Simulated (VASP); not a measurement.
Here is a VASP 6.6.1 calculation.

INCAR

```
SYSTEM = TiO2
PREC = Accurate ; ENCUT = 600
EDIFF = 1E-6 ; ISMEAR = 0
SIGMA = 0.01 ; LREAL = .False.
LASPH = .True. ; NELM = 100
ALGO = Normal ; ISIF = 3
LWAVE = .False. ; LCHARG = .False.
GGA = RE ; IVDW = 12
IBRION = 2 ; NSW = 80
EDIFFG = -0.02
```

File KPOINTS:

```
regular mesh
0
Gamma
  5 5 7
  0 0 0
```

File POSCAR:

```
TiO2
1.0
    4.5922000000      0.0000000000      0.0000000000
    0.0000000000      4.5922000000      0.0000000000
    0.0000000000      0.0000000000      2.9574000000
Ti O
2 4
Direct
    0.0000000000      0.0000000000      0.0000000000
    0.5000000000      0.5000000000      0.5000000000
    0.3049600000      0.3049600000      0.0000000000
    0.1950400000      0.8049600000      0.5000000000
    0.6950400000      0.6950400000      0.0000000000
    0.8049600000      0.1950400000      0.5000000000
```

Potentials or basis: VASP PAW PBE potentials, release 64 (Ti_sv, O).

Launch:

```sh
$ cat potpaw_PBE.64/Ti_sv/POTCAR potpaw_PBE.64/O/POTCAR > POTCAR
$ mpirun -np 1 vasp_std > vasp.out
```

Q: What does it give for the band gap on the k mesh?

A: 1.85 eV.

Q: What does it give for the relaxed volume?

A: 10.46 Å³/atom.

Q: What does it give for the dispersion energy per atom?

A: -0.481 eV.

Q: What does it give for the space group after relaxing (to 0.1 Å)?

A: P4_2/mnm (No. 136).

Stress tensor (GPa, compression positive):
```
 0.02  0.00  0.00
 0.00  0.02  0.00
 0.00  0.00 -0.09
```

Caveat: the PAW data sets were made with another functional, which shifts forces and pressure a little. Zero-point motion and thermal expansion aren't in these numbers.
